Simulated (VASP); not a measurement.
A run of VASP 6.6.1:

POSCAR

```
Si7Ge
1.0
    5.6046676412      0.0000000000      0.0000000000
    0.0000000000      5.6046676412      0.0000000000
    0.0000000000      0.0000000000      5.7413668519
Si Ge
7 1
Direct
    0.2524307582      0.2524307582      0.2524307582
    0.0000000000      0.5000000000      0.5000000000
    0.5000000000      0.5000000000      0.0000000000
    0.5000000000      0.0000000000      0.5000000000
    0.7475692418      0.2524307582      0.7475692418
    0.7475692418      0.7475692418      0.2524307582
    0.2524307582      0.7475692418      0.7475692418
    0.0000000000      0.0000000000      0.0000000000
```

Contents of INCAR.step1:

```
SYSTEM = Si7Ge
  PREC = Accurate
  ENCUT = 520
  ISMEAR = 0
  SIGMA = 0.05
  LREAL = .FALSE.
  LASPH = .TRUE.
  NELM = 80
  NBANDS = 31
  GGA = PE
  ALGO = Normal
  EDIFF = 1E-4
  LWAVE = .TRUE.
  LCHARG = .FALSE.
```

Contents of INCAR.step2:

```
SYSTEM = Si7Ge
  PREC = Accurate
  ENCUT = 520
  EDIFF = 1E-6
  ISMEAR = 0
  SIGMA = 0.05
  LREAL = .FALSE.
  LASPH = .TRUE.
  NELM = 80
  ALGO = Normal
  ISIF = 2
  LWAVE = .FALSE.
  LCHARG = .FALSE.
  METAGGA = R2SCAN
  LMIXTAU = .TRUE.
  NBANDS = 31
  ISTART = 1
```

The input KPOINTS:

```
Automatic mesh
0
G
  6 6 6
  0 0 0
```

Potentials or basis: VASP PAW PBE potentials, release 64 (Si, Ge_d).

Launch:

```console
$ cat potpaw_PBE.64/Si/POTCAR potpaw_PBE.64/Ge_d/POTCAR > POTCAR
$ cp INCAR.step1 INCAR
$ mpirun -np 1 vasp_std > vasp.out
$ cp INCAR.step2 INCAR
$ mpirun -np 1 vasp_std > vasp.out
```

Hardware: 1 thread of Oxide Virtual Turin-like Processor (shared host).

Problem. Estimate the wall time of this run.

Solution. Wall time 6.8 min on 1 thread of Oxide Virtual Turin-like Processor (shared host), peak memory 0.39 GiB. Counts: k points 40.
